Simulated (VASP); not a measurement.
## Ti: single point with PBEsol

Ti:

```
Ti
1.0
    -1.59177    1.59177    1.64100
     1.59177   -1.59177    1.64100
     1.59177    1.59177   -1.64100
Ti
1
Direct
  0.00000 0.00000 0.00000
```

This cell differs from its parent crystal: equal xx and yy strain of -3 %.

- Program: VASP 6.6.1
- Task: single point
- Functional: PBEsol
- Potentials or basis: VASP PAW PBE potentials, release 64 (Ti_sv)
- Cutoff: 520 eV
- k mesh: 14 × 14 × 14
- Occupations: fermi-dirac, width 0.05 eV
- Spin: no spin polarisation

- Pressure: -0.8 GPa
- Band gap on the k mesh: zero (bands 6 and 7 overlap by 1.64 eV)

Stress tensor (GPa, compression positive):
```
-1.01  0.00  0.00
 0.00 -1.01  0.00
 0.00  0.00 -0.40
```

Levels at points of the mesh, in eV from the Fermi level:
```csv
k point,band 2,band 3,band 4,band 5,band 6,band 7,band 8,band 9,band 10,band 11
"(0.00, 0.00, 0.00)",-32.11,-32.11,-32.10,-6.04,0.96,0.96,1.18,2.76,3.02,17.38
"(0.50, 0.00, 0.00)",-32.89,-32.34,-32.11,-2.56,-0.35,1.23,2.76,3.26,4.52,9.20
"(0.50, 0.50, 0.00)",-32.89,-32.36,-32.13,-2.57,-0.62,1.44,3.06,3.34,4.56,9.43
"(0.50, 0.50, 0.50)",-32.67,-32.63,-32.63,-2.29,-2.20,4.12,4.18,4.18,8.14,9.01
```

It took 53 s on 1 thread of Intel Xeon 8259CL (shared host), peak memory 0.17 GiB.

Caveat: the cell differs from its parent crystal (equal xx and yy strain of -3 %); the PAW data sets were made with another functional, which shifts forces and pressure a little.
